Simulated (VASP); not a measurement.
Input of a VASP 6.6.1 run:

Contents of INCAR:

```
SYSTEM = Al2BiBr
PREC = Accurate ; ENCUT = 520
EDIFF = 1E-6 ; ISMEAR = 0
SIGMA = 0.1 ; LREAL = .FALSE.
LASPH = .TRUE. ; NELM = 60
ALGO = Fast ; ISIF = 2
LWAVE = .FALSE. ; LCHARG = .FALSE.
GGA = PE ; NBANDS = 22
```

KPOINTS

```
regular mesh
0
G
  4 4 4
  0 0 0
```

Contents of POSCAR:

```
Al2BiBr
1.0
    4.2700122900      0.0000000000      0.0000000000
    0.0000000000      4.2700122900      0.0000000000
    0.0000000000      0.0000000000      6.0298143700
Al Bi Br
2 1 1
Direct
    0.5000000000      0.0000000000      0.7375689700
    0.0000000000      0.5000000000      0.2624310300
    0.0000000000      0.0000000000      0.5000000000
    0.5000000000      0.5000000000      0.0000000000
```

Potentials or basis: VASP PAW PBE potentials, release 64 (Al, Bi_d, Br).

The run is started by

```sh
$ cat potpaw_PBE.64/Al/POTCAR potpaw_PBE.64/Bi_d/POTCAR potpaw_PBE.64/Br/POTCAR > POTCAR
$ mpirun -np 1 vasp_std > vasp.out
```

(1) Estimate the largest force.

(2) What does it give for the pressure?

(3) What does it give for the band gap on the k mesh?

Answers

(1) 0.931 eV/Å.

(2) 10.9 GPa.

(3) zero (bands 14 and 15 overlap by 0.89 eV).

Caveat: the k points lie up to 0.37 Å⁻¹ apart, too coarse for converged energies and pressures of a metal; spin-orbit coupling is left out, which moves the levels of the heavy elements.
